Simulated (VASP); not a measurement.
# Mg (a cell with a defect) in VASP: further runs

Runs on Mg (a cell with a defect). Level: PBE. Tasks: single point, relaxation of the atoms.

Program: VASP 6.6.1. These are calculated values, not measurements. Logs are shortened: lines on timing, memory, paths and dates and some standing lists are left out, and cuts for length are marked.

## Step 1: The cell of the first run

The cell holds a defect, 35 atoms: a = 9.627 Å, b = 9.627 Å, c = 10.292 Å, α = 90.00°, β = 90.00°, γ = 120.00°.

## Step 2: Single point, PBE (atoms taken out, then relaxed in part)

Contents of INCAR:

```
PREC = Accurate ; ENCUT = 520
EDIFF = 1E-7 ; ISMEAR = 0
SIGMA = 0.1 ; LREAL = Auto
LASPH = True ; NELM = 60
ALGO = Normal ; ISIF = 2
LWAVE = False ; LCHARG = True
GGA = PE ; LELF = True
LVHAR = True ; NBANDS = 58
```

Contents of KPOINTS:

```
Automatic mesh
0
Gamma
  3 3 3
```

Contents of POSCAR:

```
Mg
1.0
    4.8132675394     -8.3368239461      0.0000000000
   -9.6265350939      0.0000000088      0.0000000000
    0.0000000000      0.0000000000    -10.2918323947
Mg
35
Direct
    0.4444444444      0.5555555556      0.8750000000
    0.1125710853      0.5557636318      0.3750000000
    0.1108053004      0.5553029645      0.8750000000
    0.7765258798      0.5557636318      0.3750000000
    0.7778309975      0.5553029645      0.8750000000
    0.4442363682      0.2234741202      0.3750000000
    0.4446970355      0.2221690025      0.8750000000
    0.1125710853      0.2234741202      0.3750000000
    0.1108053004      0.2221690025      0.8750000000
    0.7777777778      0.2222222222      0.3750000000
    0.7777777778      0.2222222222      0.8750000000
    0.4442363682      0.8874289147      0.3750000000
    0.4446970355      0.8891946996      0.8750000000
    0.1111111111      0.8888888889      0.3750000000
    0.1111111111      0.8888888889      0.8750000000
    0.7765258798      0.8874289147      0.3750000000
    0.7778309975      0.8891946996      0.8750000000
    0.5543791600      0.4456208400      0.1262669413
    0.5543791600      0.4456208400      0.6237330587
    0.2245750133      0.4456208400      0.1262669413
    0.2245750133      0.4456208400      0.6237330587
    0.8890971754      0.4448610174      0.1245244809
    0.8890971754      0.4448610174      0.6254755191
    0.5551389826      0.1109028246      0.1245244809
    0.5551389826      0.1109028246      0.6254755191
    0.2228040516      0.1122747698      0.1247340661
    0.2228040516      0.1122747698      0.6252659339
    0.8890971754      0.1109028246      0.1245244809
    0.8890971754      0.1109028246      0.6254755191
    0.5543791600      0.7754249867      0.1262669413
    0.5543791600      0.7754249867      0.6237330587
    0.2228040516      0.7771959484      0.1247340661
    0.2228040516      0.7771959484      0.6252659339
    0.8877252302      0.7771959484      0.1247340661
    0.8877252302      0.7771959484      0.6252659339
```

Potentials or basis: VASP PAW PBE potentials, release 64 (Mg).

Started as:

```bash
$ cat potpaw_PBE.64/Mg/POTCAR > POTCAR
$ mpirun -np 1 vasp_std > vasp.out
```

OUTCAR:

```text
PREC = Accurate
   ENCUT = 520
   EDIFF = 1E-7
   ISMEAR = 0
   LREAL = Auto
   LASPH = True
   NELM = 60
   ISIF = 2
   GGA = PE

 ion  position               nearest neighbor table
   1  0.444  0.556  0.875-  30 3.17  31 3.17  20 3.17  21 3.17  18 3.17  19 3.17  13 3.21   3 3.21
                            17 3.21   9 3.21   7 3.21   5 3.21
   2  0.113  0.556  0.375-  20 3.16  21 3.16  32 3.17  33 3.17  22 3.18  23 3.18  12 3.19   8 3.20
                            14 3.21  10 3.22   4 3.23
   3  0.111  0.555  0.875-  22 3.16  23 3.16  32 3.17  33 3.17  20 3.19  21 3.19   5 3.21  11 3.21
                             9 3.21  15 3.21   1 3.21  13 3.21
   4  0.777  0.556  0.375-  18 3.16  19 3.16  34 3.17  35 3.17  22 3.18  23 3.18  16 3.19   6 3.20
                            14 3.21  10 3.22   2 3.23
   5  0.778  0.555  0.875-  22 3.16  23 3.16  34 3.17  35 3.17  18 3.19  19 3.19   3 3.21  11 3.21
                             7 3.21  15 3.21   1 3.21  17 3.21
   6  0.444  0.223  0.375-  18 3.16  19 3.16  26 3.17  27 3.17  24 3.18  25 3.18   8 3.19   4 3.20
                            14 3.21  10 3.22  12 3.23
   7  0.445  0.222  0.875-  24 3.16  25 3.16  26 3.17  27 3.17  18 3.19  19 3.19  13 3.21  11 3.21
                             5 3.21  15 3.21   1 3.21   9 3.21
   8  0.113  0.223  0.375-  20 3.16  21 3.16  26 3.17  27 3.17  28 3.18  29 3.18   6 3.19   2 3.20
                            14 3.21  10 3.22  16 3.23
   9  0.111  0.222  0.875-  28 3.16  29 3.16  26 3.17  27 3.17  20 3.19  21 3.19  17 3.21  11 3.21
[... 39 lines left out ...]
  29  0.889  0.111  0.625-  17 3.16   9 3.16  11 3.17  10 3.18  16 3.18   8 3.18  35 3.21  27 3.21
                            23 3.21  25 3.21  31 3.23  21 3.23
  30  0.554  0.775  0.126-  16 3.16  12 3.16   1 3.17  20 3.17  18 3.17  13 3.19  17 3.19  32 3.20
                            34 3.20  24 3.23  28 3.23
  31  0.554  0.775  0.624-  16 3.16  12 3.16   1 3.17  21 3.17  19 3.17  13 3.19  17 3.19  33 3.20
                            35 3.20  25 3.23  29 3.23
  32  0.223  0.777  0.125-   3 3.17  13 3.17   2 3.17  12 3.17  15 3.17  14 3.18  20 3.20  30 3.20
                            24 3.21  22 3.21  26 3.23  34 3.23
  33  0.223  0.777  0.625-   3 3.17  13 3.17   2 3.17  12 3.17  15 3.17  14 3.18  21 3.20  31 3.20
                            25 3.21  23 3.21  27 3.23  35 3.23
  34  0.888  0.777  0.125-   5 3.17  17 3.17   4 3.17  16 3.17  15 3.17  14 3.18  18 3.20  30 3.20
                            28 3.21  22 3.21  26 3.23  32 3.23
  35  0.888  0.777  0.625-   5 3.17  17 3.17   4 3.17  16 3.17  15 3.17  14 3.18  19 3.20  31 3.20
                            29 3.21  23 3.21  27 3.23  33 3.23

  LATTYP: Found a hexagonal cell.
 ALAT       =     9.6265350939
 C/A-ratio  =     1.0691107750

  Lattice vectors:

 A1 = (   4.8132675394,  -8.3368239461,   0.0000000000)
 A2 = (  -9.6265350939,   0.0000000088,   0.0000000000)
 A3 = (   0.0000000000,   0.0000000000, -10.2918323947)

Analysis of symmetry for initial positions (statically):
=====================================================================
 Subroutine PRICEL returns:
 Original cell was already a primitive cell.

 Routine SETGRP: Setting up the symmetry group for a
 hexagonal supercell.

 Subroutine GETGRP returns: Found 12 space group operations
 (whereof  2 operations were pure point group operations)
 out of a pool of 24 trial point group operations.

The static configuration has the point symmetry C_1h.
 The point group associated with its full space group is D_3h.

Analysis of symmetry for dynamics (positions and initial velocities):
=====================================================================
 Subroutine PRICEL returns:
 Original cell was already a primitive cell.

 Routine SETGRP: Setting up the symmetry group for a
 hexagonal supercell.

 Subroutine GETGRP returns: Found 12 space group operations
 (whereof  2 operations were pure point group operations)
 out of a pool of 24 trial point group operations.

The dynamic configuration has the point symmetry C_1h.
 The point group associated with its full space group is D_3h.

 Subroutine INISYM returns: Found 12 space group operations
 (whereof  2 operations are pure point group operations),
 and found     1 'primitive' translations

----------------------------------------------------------------------------------------

                                     Primitive cell

  volume of cell :     825.9682

  direct lattice vectors                    reciprocal lattice vectors
     4.813267539 -8.336823946  0.000000000    -0.000000000 -0.119949756  0.000000000
[... 86 lines left out ...]
 Grid dimensions read from file:
 generate k-points for:    3    3    3

 Generating k-lattice:

  Cartesian coordinates                     Fractional coordinates (reciprocal lattice)
    -0.000000000 -0.039983252  0.000000000     0.333333333  0.000000000  0.000000000
[... 30 lines left out ...]
 SYSTEM =  unknown system
   PREC   = accura    normal or accurate (medium, high low for compatibility)
   ISTART =      0    job   : 0-new  1-cont  2-samecut
   ICHARG =      2    charge: 1-file 2-atom 10-const
   ISPIN  =      1    spin polarized calculation?
   LNONCOLLINEAR =      F non collinear calculations
   LSORBIT =      F    spin-orbit coupling
   LASPH  =      T    aspherical Exc in radial PAW
   ENCUT  =  520.0 eV  38.22 Ry    6.18 a.u.  17.90 17.90 19.14*2*pi/ulx,y,z
   NELM   =     60;   NELMIN=  2; NELMDL= -5     # of ELM steps
   EDIFF  = 0.1E-06   stopping-criterion for ELM
   LREAL  =      T    real-space projection
   EDIFFG = 0.1E-05   stopping-criterion for IOM
   NSW    =      0    number of steps for IOM
   IBRION =     -1    ionic relax: 0-MD 1-quasi-New 2-CG
   NFREE  =      0    steps in history (QN), initial steepest desc. (CG)
   ISIF   =      2    stress and relaxation
   ISYM   =      2    0-nonsym 1-usesym 2-fastsym
   POTIM  = 0.5000    time-step for ionic-motion
   TEBEG  =    0.0;   TEEND  =   0.0 temperature during run
   PSTRESS=    0.0 pullay stress
   NELECT =      70.0000    total number of electrons
   NUPDOWN=      -1.0000    fix difference up-down
   EMIN   =  10.00;   EMAX   =-10.00  energy-range for DOS
   EFERMI =   0.00;   METHOD = LEGACY
   ISMEAR =     0;   SIGMA  =   0.10  broadening in eV -4-tet -1-fermi 0-gaus
   EFERMI_NEDOS =   21; number of points for ismear=-14 and -15
   IALGO  =     38    algorithm
   IMIX   =      4    mixing-type and parameters
     AMIX     =   0.40;   BMIX     =  1.00
     AMIX_MAG =   1.60;   BMIX_MAG =  1.00
  volume/ion in A,a.u.               =      23.60       159.25
  Fermi-wavevector in a.u.,A,eV,Ry     =   0.719095  1.358893  7.035544  0.517098
  Thomas-Fermi vector in A             =   1.808203
   LORBIT       =      0    0 simple, 1 ext, 2 COOP (PROOUT), +10 PAW based schemes
   GGA     = PE    functional components
   LHFCALC =     F    Hartree Fock is set to
   AEXX    =    0.0000 exact exchange contribution
   IVDW    =     0    specifies the selected vdW correction
   LEPSILON=     F    determine dielectric tensor
   LRPA    =     F    only Hartree local field effects (RPA)
 non-spin polarized calculation
 Gauss-broadening in eV      SIGMA  =   0.10
  energy-cutoff  :      520.00
  volume of cell :      825.97
 maximum number of plane-waves:     22276
 NGX is ok and might be reduce to    72
   NGX = 35   NGY = 35   NGZ = 39

 number of electron      70.0000000 magnetization

 Free energy of the ion-electron system (eV)
  ---------------------------------------------------
  ext. energy  EPLUGINS =         0.00000000
  ---------------------------------------------------
  free energy    TOTEN  =       -51.65741150 eV

  energy without entropy =      -51.54242849  energy(sigma->0) =      -51.59992000

 E-fermi :   2.3924     XC(G=0):  -8.3862

 val. band max:        2.3822670170   @ k =   0.3333   0.0000   0.0000
 cond. band min:       2.4345295962   @ k =   0.0000   0.0000   0.3333
 fundamental gap:      0.0522625791
 Fermi energy:         2.3924095068

 k-point     1 :       0.0000    0.0000    0.0000
  band No.  band energies     occupation
      1      -4.3735      2.00000
      2      -2.9976      2.00000
      3      -2.9376      2.00000
      4      -2.3005      2.00000
      5      -2.2961      2.00000
      6      -2.2961      2.00000
[... 289 lines left out ...]
     46       4.2260      0.00000
     47       4.2414      0.00000
 [bands above 47 left out]

------------------------ aborting loop because EDIFF is reached ----------------------------------------

  FORCE on cell =-STRESS in cart. coord.  units (eV):
  Direction    XX          YY          ZZ          XY          YZ          ZX
  --------------------------------------------------------------------------------------
  -------------------------------------------------------------------------------------
  Total       -1.1923448     -1.1923448     -1.7589524      0.0000000      0.0000000     -0.0000000
  in kB       -2.3128587     -2.3128587     -3.4119397      0.0000000      0.0000000     -0.0000000
  external PRESSURE =      -2.6792190 kB  Pullay stress =       0.0000000 kB

 VOLUME and BASIS-vectors are now :
 -----------------------------------------------------------------------------
  energy-cutoff  :      520.00
  volume of cell :      825.97
      direct lattice vectors                 reciprocal lattice vectors
     4.813267539 -8.336823946  0.000000000    -0.000000000 -0.119949756  0.000000000
    -9.626535094  0.000000009  0.000000000    -0.103879536 -0.059974878  0.000000000
     0.000000000  0.000000000-10.291832395     0.000000000  0.000000000 -0.097164427

 POSITION                                       TOTAL-FORCE (eV/Angst)
 -----------------------------------------------------------------------------------
     -3.20885     -3.70526     -9.00535         0.000000     -0.000000     -0.000000
     -4.80824     -0.93849     -3.85944         0.000261      0.002011     -0.000000
     -4.81231     -0.92376     -9.00535         0.001781      0.004857     -0.000000
     -1.61245     -6.47376     -3.85944         0.001873     -0.000779     -0.000000
     -1.60173     -6.48464     -9.00535         0.005097     -0.000887     -0.000000
     -0.01305     -3.70352     -3.85944         0.001611     -0.001232     -0.000000
[... 27 lines left out ...]
     -3.20885     -7.40081     -1.28374         0.000000      0.001667      0.000517
     -3.20885     -7.40081     -6.43513         0.000000      0.001667     -0.000517
 -----------------------------------------------------------------------------------
    total drift:                                0.000000     -0.000000     -0.000000

  FREE ENERGIE OF THE ION-ELECTRON SYSTEM (eV)
  ---------------------------------------------------
  free  energy   TOTEN  =       -51.6574115041 eV

  energy  without entropy=      -51.5424284862  energy(sigma->0) =      -51.59992000
```

It took 12 min on 1 thread of Intel Xeon Platinum 8488C (Sapphire Rapids), shared host; peak memory 0.82 GiB.

What came out:

* Free energy: -51.6574 eV
* Pressure: -0.3 GPa
* Largest force: 0.010 eV/Å
* Band gap on the k mesh: zero (bands 35 and 36 overlap by 0.67 eV)

Forces in eV/Å, atoms in the order of the input:
```
Mg   0.000  0.000  0.000
Mg   0.000  0.002  0.000
Mg   0.002  0.005  0.000
Mg   0.002 -0.001  0.000
Mg   0.005 -0.001  0.000
Mg   0.002 -0.001  0.000
Mg   0.003 -0.004  0.000
Mg   0.000  0.002  0.000
Mg  -0.002  0.005  0.000
Mg   0.000  0.000  0.000
Mg   0.000  0.000  0.000
Mg  -0.002 -0.001  0.000
Mg  -0.003 -0.004  0.000
Mg   0.000  0.000  0.000
Mg   0.000  0.000  0.000
Mg  -0.002 -0.001  0.000
Mg  -0.005 -0.001  0.000
Mg  -0.008  0.005 -0.001
Mg  -0.008  0.005  0.001
Mg   0.000 -0.010 -0.001
Mg   0.000 -0.010  0.001
Mg  -0.001 -0.001  0.003
Mg  -0.001 -0.001 -0.003
Mg   0.000  0.002  0.003
Mg   0.000  0.002 -0.003
Mg  -0.001 -0.001  0.001
Mg  -0.001 -0.001 -0.001
Mg   0.001 -0.001  0.003
Mg   0.001 -0.001 -0.003
Mg   0.008  0.005 -0.001
Mg   0.008  0.005  0.001
Mg   0.001 -0.001  0.001
Mg   0.001 -0.001 -0.001
Mg   0.000  0.002  0.001
Mg   0.000  0.002 -0.001
```

Caveat: the cell differs from its parent crystal (atoms taken out, then relaxed in part).

## Step 3: Relaxation of the atoms, PBE (atoms taken out)

Contents of INCAR:

```
SYSTEM = Mg
PREC     = Accurate       ! precision mode
ENCUT    = 520            ! plane-wave cutoff, eV
EDIFF    = 1E-6           ! SCF threshold, eV
ISMEAR   = 0              ! smearing method
SIGMA    = 0.1            ! smearing width, eV
LREAL    = Auto         
LASPH    = .True.         ! aspherical terms in the spheres
NELM     = 80             ! most SCF steps
ALGO     = Normal         ! electronic algorithm
ISIF     = 2              ! what is computed and relaxed
LWAVE    = .False.        ! write WAVECAR
LCHARG   = .False.        ! write CHGCAR
GGA      = PE             ! functional
IBRION   = 2              ! ionic algorithm
NSW      = 65             ! ionic steps
EDIFFG   = -0.025         ! ionic threshold
KPAR     = 4
```

Contents of KPOINTS:

```
regular mesh
0
Gamma
  3 3 3
  0 0 0
```

Contents of POSCAR:

```
Mg
1.0
    4.8132675394     -8.3368239461      0.0000000000
   -9.6265350939      0.0000000088      0.0000000000
    0.0000000000      0.0000000000    -10.2918323947
Mg
35
Direct
    0.4444444444      0.5555555556      0.8750000000
    0.1111111111      0.5555555556      0.3750000000
    0.1111111111      0.5555555556      0.8750000000
    0.7777777778      0.5555555556      0.3750000000
    0.7777777778      0.5555555556      0.8750000000
    0.4444444444      0.2222222222      0.3750000000
    0.4444444444      0.2222222222      0.8750000000
    0.1111111111      0.2222222222      0.3750000000
    0.1111111111      0.2222222222      0.8750000000
    0.7777777778      0.2222222222      0.3750000000
    0.7777777778      0.2222222222      0.8750000000
    0.4444444444      0.8888888889      0.3750000000
    0.4444444444      0.8888888889      0.8750000000
    0.1111111111      0.8888888889      0.3750000000
    0.1111111111      0.8888888889      0.8750000000
    0.7777777778      0.8888888889      0.3750000000
    0.7777777778      0.8888888889      0.8750000000
    0.5555555556      0.4444444444      0.1250000000
    0.5555555556      0.4444444444      0.6250000000
    0.2222222222      0.4444444444      0.1250000000
    0.2222222222      0.4444444444      0.6250000000
    0.8888888889      0.4444444444      0.1250000000
    0.8888888889      0.4444444444      0.6250000000
    0.5555555556      0.1111111111      0.1250000000
    0.5555555556      0.1111111111      0.6250000000
    0.2222222222      0.1111111111      0.1250000000
    0.2222222222      0.1111111111      0.6250000000
    0.8888888889      0.1111111111      0.1250000000
    0.8888888889      0.1111111111      0.6250000000
    0.5555555556      0.7777777778      0.1250000000
    0.5555555556      0.7777777778      0.6250000000
    0.2222222222      0.7777777778      0.1250000000
    0.2222222222      0.7777777778      0.6250000000
    0.8888888889      0.7777777778      0.1250000000
    0.8888888889      0.7777777778      0.6250000000
```

Potentials or basis: VASP PAW PBE potentials, release 64 (Mg).

Started as:

```bash
$ cat potpaw_PBE.64/Mg/POTCAR > POTCAR
$ mpirun -np 4 vasp_std > vasp.out
```

Run time: 6.7 min. Hardware: 4 MPI ranks of Intel Xeon Platinum 8259CL at 2.50GHz (Skylake/Cascade Lake), shared host; peak memory 0.99 GiB.

It converged, with:

- Free energy: -51.6571 eV
- Energy gained by relaxing: 0.3 meV/atom
- Ionic steps: 5
- Pressure after relaxing: -0.3 GPa
- Largest force after relaxing: 0.017 eV/Å
- Band gap on the k mesh: zero (bands 35 and 36 overlap by 0.66 eV)

Forces in eV/Å, atoms in the order of the input:
```
Mg   0.000  0.000  0.000
Mg   0.002  0.003  0.000
Mg   0.014 -0.009  0.000
Mg   0.004  0.000  0.000
Mg   0.000  0.017  0.000
Mg   0.002 -0.003  0.000
Mg  -0.015 -0.008  0.000
Mg  -0.002  0.003  0.000
Mg  -0.014 -0.009  0.000
Mg   0.000  0.000  0.000
Mg   0.000  0.000  0.000
Mg  -0.002 -0.003  0.000
Mg   0.015 -0.008  0.000
Mg   0.000  0.000  0.000
Mg   0.000  0.000  0.000
Mg  -0.004  0.000  0.000
Mg   0.000  0.017  0.000
Mg  -0.006  0.004 -0.003
Mg  -0.006  0.004  0.003
Mg   0.000 -0.007 -0.003
Mg   0.000 -0.007  0.003
Mg  -0.001 -0.001 -0.007
Mg  -0.001 -0.001  0.007
Mg   0.000  0.001 -0.007
Mg   0.000  0.001  0.007
Mg   0.001  0.000  0.002
Mg   0.001  0.000 -0.002
Mg   0.001 -0.001 -0.007
Mg   0.001 -0.001  0.007
Mg   0.006  0.004 -0.003
Mg   0.006  0.004  0.003
Mg  -0.001  0.000  0.002
Mg  -0.001  0.000 -0.002
Mg   0.000 -0.001  0.002
Mg   0.000 -0.001 -0.002
```

Stress tensor (GPa, compression positive):
```
-0.23  0.00  0.00
 0.00 -0.23  0.00
 0.00  0.00 -0.33
```

The path:
```csv
step,energy change (eV),largest force (eV/Å),pressure (GPa)
1,0.0000,0.0776,-0.25
2,-0.0029,0.0667,-0.25
3,-0.0084,0.0320,-0.26
4,-0.0053,0.0427,-0.28
5,-0.0095,0.0166,-0.27
```

Final structure:
```
Mg
1.0
     4.81327   -8.33682    0.00000
    -9.62654    0.00000    0.00000
     0.00000    0.00000  -10.29183
Mg
35
Cartesian
  -3.2088 -3.7053 -9.0054
  -4.8081 -0.9385 -3.8594
  -4.8163 -0.9201 -9.0054
  -1.6124 -6.4736 -3.8594
  -1.6006 -6.4899 -9.0054
  -0.0132 -3.7036 -3.8594
  0.0069 -3.7057 -9.0054
  -1.6096 -0.9385 -3.8594
  -1.6014 -0.9201 -9.0054
  1.6044 -6.4842 -3.8594
  1.6044 -6.4842 -9.0054
  -6.4045 -3.7036 -3.8594
  -6.4246 -3.7057 -9.0054
  -8.0221 -0.9263 -3.8594
  -8.0221 -0.9263 -9.0054
  -4.8053 -6.4736 -3.8594
  -4.8171 -6.4899 -9.0054
  -1.6216 -4.6216 -1.2970
  -1.6216 -4.6216 -6.4218
  -3.2088 -1.8725 -1.2970
  -3.2088 -1.8725 -6.4218
  -0.0027 -7.4121 -1.2792
  -0.0027 -7.4121 -6.4397
  1.6044 -4.6284 -1.2792
  1.6044 -4.6284 -6.4397
  -0.0091 -1.8579 -1.2845
  -0.0091 -1.8579 -6.4344
  3.2116 -7.4121 -1.2792
  3.2116 -7.4121 -6.4397
  -4.7961 -4.6216 -1.2970
  -4.7961 -4.6216 -6.4218
  -6.4086 -1.8579 -1.2845
  -6.4086 -1.8579 -6.4344
  -3.2088 -7.4000 -1.2845
  -3.2088 -7.4000 -6.4344
```

Levels at points of the mesh, in eV from the Fermi level:
```
           k point  band 31  band 32  band 33  band 34  band 35  band 36  band 37  band 38  band 39  band 40
(0.00, 0.00, 0.00)     0.29     0.39     0.39     0.45     0.45     0.46     0.53     0.53     0.72     0.72
```

Caveat: the cell differs from its parent crystal (atoms taken out).
